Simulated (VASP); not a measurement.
Set up this calculation in VASP 6.6.1, as the native input.

```
Task                   : single point
Functional             : PBEsol
Potentials or basis    : VASP PAW PBE potentials, release 64 (Mg, S)
Cutoff                 : 520 eV
k mesh                 : 8 × 8 × 8
Occupations            : fermi-dirac, width 0.02 eV
Spin                   : no spin polarisation
Dipole correction      : no
Further INCAR settings : ALGO = Normal; EDIFF = 1e-06; NBANDS = 11
```

The structure of MgS lies in POSCAR:

```
MgS
1.0
    3.2447134606      0.0000000000      0.0000000000
    0.0000000000      3.2447134606      0.0000000000
    0.0000000000      0.0000000000      3.2447134606
Mg S
1 1
Direct
    0.0000000000      0.0000000000      0.0000000000
    0.5000000000      0.5000000000      0.5000000000
```

The input as run:

INCAR

```
SYSTEM = MgS
PREC = Accurate ; ENCUT = 520
EDIFF = 1E-6 ; ISMEAR = -1
SIGMA = 0.02 ; LREAL = .FALSE.
LASPH = .TRUE. ; NELM = 100
ALGO = Normal ; ISIF = 2
LWAVE = .FALSE. ; LCHARG = .FALSE.
GGA = PS ; NBANDS = 11
```

KPOINTS

```
regular mesh
0
G
  8 8 8
  0 0 0
```

Potentials or basis: VASP PAW PBE potentials, release 64 (Mg, S).

The run is started by

```bash
$ cat potpaw_PBE.64/Mg/POTCAR potpaw_PBE.64/S/POTCAR > POTCAR
$ mpirun -np 1 vasp_std > vasp.out
```

Results of the run:

- Pressure: -0.3 GPa
- Band gap on the k mesh: zero (bands 4 and 5 overlap by 0.37 eV)

Caveat: semilocal functionals underestimate gaps, so a narrow gap can read as zero; the PAW data sets were made with another functional, which shifts forces and pressure a little.

Run time: 14 s on 1 thread of Intel Xeon 8259CL (shared host), peak memory 0.14 GiB.
